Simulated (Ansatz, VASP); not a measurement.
**Sc: VASP beside Ansatz**

```
Sc
1.0
     3.26811    0.00000    0.00000
    -1.63405    2.83026    0.00000
     0.00000    0.00000    5.07196
Sc
2
Direct
  0.33333 0.66667 0.25000
  0.66667 0.33333 0.75000
```

Alike in both runs: functional PBE; dispersion D3(BJ); k mesh 15 × 15 × 8; occupations gaussian, width 0.1 eV; no spin polarisation.

Ansatz relaxed the structure, and its values are those at the end. VASP's run is a single point on that final structure, the one shown.

|  | VASP | Ansatz |
| --- | --- | --- |
| version | VASP 6.6.1 | Ansatz 0.2.0 |
| potentials or method | VASP PAW PBE potentials, release 64 (Sc_sv), cutoff 520 eV | scalar-relativistic, plane waves, PAW |
| valence electrons in the cell | 22 | 22 |

|  | VASP | Ansatz | Ansatz less VASP |
| --- | --- | --- | --- |
| gap on the k mesh at the Fermi level (eV) | none | none | - |
| pressure (GPa) | 0.0 | 0.0 | -0.04 |

A gap of «none» marks a metal or a gap that the smearing closes.
